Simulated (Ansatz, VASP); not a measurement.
## One calculation of WC, two programs

```xyz
2
Lattice="2.8810 0.0000 0.0000 -1.4405 2.4950 0.0000 0.0000 0.0000 2.8100" Properties=species:S:1:pos:R:3 pbc="T T T"
W     0.0000    0.0000    0.0000
C     1.4405    0.8317    1.4050
```

Change from the starting cell: volume scaled by 0.98.

Alike in both runs: task single point; functional PBEsol; k mesh 14 × 14 × 13; occupations fermi-dirac, width 0.05 eV; no spin polarisation.

```csv
,VASP,Ansatz
version,VASP 6.6.1,Ansatz 0.2.0
potentials or method,"VASP PAW PBE potentials, release 64 (W_sv, C), cutoff 520 eV","all-electron LAPW, scalar-relativistic"
```

```tsv
	VASP	Ansatz	Ansatz less VASP
pressure (GPa)	9.3	7.9	-1.38
traceless stress, the component that is largest in VASP (GPa)	1.28	1.01	-0.271
```

VASP's potentials were made for PBE, not for PBEsol. Ansatz ran all-electron here, and VASP with PAW potentials.

Spin-orbit coupling is off throughout.
